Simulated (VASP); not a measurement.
A run of VASP 6.6.1 is set up as follows.

File INCAR:

```
SYSTEM = W
ALGO = Normal
EDIFF = 1E-6
ENCUT = 500
GGA = PS
GGA_COMPAT = .False.
ISIF = 2
ISMEAR = 0
IVDW = 12
LASPH = .True.
LCHARG = .False.
LREAL = .False.
LWAVE = .False.
NBANDS = 13
NELM = 120
PREC = Accurate
SIGMA = 0.1
```

File KPOINTS:

```
k-points
0
Gamma
  18 18 18
  0 0 0
```

File POSCAR:

```
W
1.0
   -1.5649337756      1.5649337756      1.5649337756
    1.5649337756     -1.5649337756      1.5649337756
    1.5649337756      1.5649337756     -1.5649337756
W
1
Direct
    0.0000000000      0.0000000000      0.0000000000
```

Potentials or basis: VASP PAW PBE potentials, release 64 (W_sv).

The run is started by

```bash
$ cat potpaw_PBE.64/W_sv/POTCAR > POTCAR
$ mpirun -np 1 vasp_std > vasp.out
```

Task: What does it give for the band gap on the k mesh?

Result: Zero (band 7 reaches 17.19 eV, above the bottom of band 8 at 10.47 eV).

Task: What does it give for the pressure?

Result: 0.7 GPa.

Caveat: the PAW data sets were made with another functional, which shifts forces and pressure a little; spin-orbit coupling is left out, which moves the levels of the heavy elements; pairwise dispersion overbinds metals, which lowers pressure and volume.
